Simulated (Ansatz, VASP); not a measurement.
**Two plane-wave programs on BeTe**

```xyz
2
Lattice="0.0000 2.8287 2.8287 2.8287 0.0000 2.8287 2.8287 2.8287 0.0000" Properties=species:S:1:pos:R:3 pbc="T T T"
Be    0.0000    0.0000    0.0000
Te    1.4143    1.4143    1.4143
```

Alike in both runs: task single point; functional r2SCAN; k mesh 8 × 8 × 8; no spin polarisation.

|  | VASP | Ansatz |
| --- | --- | --- |
| version | VASP 6.6.1 | Ansatz 0.2.0 |
| potentials or method | VASP PAW PBE potentials, release 64 (Be, Te), cutoff 660 eV | scalar-relativistic, plane waves, PAW |
| occupations | gaussian, width 0.01 eV | fixed |
| valence electrons in the cell | 8 | 18 |

|  | VASP | Ansatz | Ansatz less VASP |
| --- | --- | --- | --- |
| gap on the k mesh at the Fermi level (eV) | 2.37 | 2.38 | +0.009 |
| least direct gap on the mesh (eV) | 4.03 | 4.04 | +0.012 |

VASP's potentials were made for PBE, not for r2SCAN. VASP's potentials hold 8 valence electrons a cell and Ansatz's 18, so a difference there can come from the potentials and not from the codes.

Neither program's run includes spin-orbit coupling.
